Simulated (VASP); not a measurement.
Runs of VASP 6.6.1 on AlRu. The structure is that of space group Pm-3m (No. 221), or close to it. The cells are those of the table. 

```tsv
task	cell	k mesh	cutoff (eV)	smearing	ions in elastic constants	gap on the mesh (eV)	pressure (GPa)
single point	a = 2.954 Å, 2 atoms	12 × 12 × 12	520	gaussian 0.15 eV	-	none	(a)
relaxation of cell and atoms	relaxed from a = 2.954 Å, 2 atoms	14 × 14 × 14	600	gaussian 0.1 eV	-	none	0.0
single point	a = 2.992 Å, 2 atoms	6 × 6 × 6	520	gaussian 0.1 eV	-	none	-7.7
single point	a = 2.954 Å, 2 atoms	14 × 14 × 14	520	gaussian 0.1 eV	-	none	0.6
```

Alike in all rows: level LDA; potentials or basis VASP PAW LDA potentials, release 64 (Al, Ru_pv); no spin polarisation.

Problem. Fill in the values left out.

Solution. (a) 0.5.

A k mesh can miss the band edges, and the runs leave out spin-orbit coupling on Ru.

A gap of «none» marks levels without a gap at the run's occupations.
